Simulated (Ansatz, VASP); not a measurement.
HfN: VASP beside Ansatz

```xyz
4
Lattice="0.0000 -2.2508 -2.2508 0.0000 2.2508 -2.2508 4.5016 0.0000 0.0000" Properties=species:S:1:pos:R:3 pbc="T T T"
Hf    2.2508   -0.0630   -2.2508
Hf    0.0000    0.0630    0.0000
N     0.0000    0.0572   -2.2508
N     2.2508   -0.0572    0.0000
```

Change from the starting cell: mode 4 frozen in at -0.064 Å and mode 11 at +0.022 Å (largest displacements).

Alike in both runs: task single point; functional PBEsol; k mesh 14 × 14 × 10; occupations gaussian, width 0.15 eV; no spin polarisation.

|  | VASP | Ansatz |
| --- | --- | --- |
| version | VASP 6.6.1 | Ansatz 0.2.0 |
| potentials or method | VASP PAW PBE potentials, release 64 (Hf_pv, N), cutoff 520 eV | scalar-relativistic, plane waves, PAW |
| valence electrons in the cell | 30 | 62 |

Ansatz gave:

| Quantity | Value |
| --- | --- |
| gap on the k mesh at the Fermi level (eV) | none |
| pressure (GPa) | 0.2 |
| traceless stress, the component that is largest in VASP (GPa) | -0.32 |
| rms of the force components (eV/Å) | 0.334 |

Problem. Which values does VASP return?

Solution. gap on the k mesh at the Fermi level (eV): none; pressure (GPa): -2.0; traceless stress, the component that is largest in VASP (GPa): -0.32; rms of the force components (eV/Å): 0.338.

VASP's potentials were made for PBE, not for PBEsol, and Ansatz warns of the same on its side. Atom by atom the forces differ by 0.005 eV/Å (rms over components). A gap of «none» marks a metal or a gap that the smearing closes. VASP's potentials hold 30 valence electrons a cell and Ansatz's 62, so a difference there can come from the potentials and not from the codes.

Neither program's run includes spin-orbit coupling.
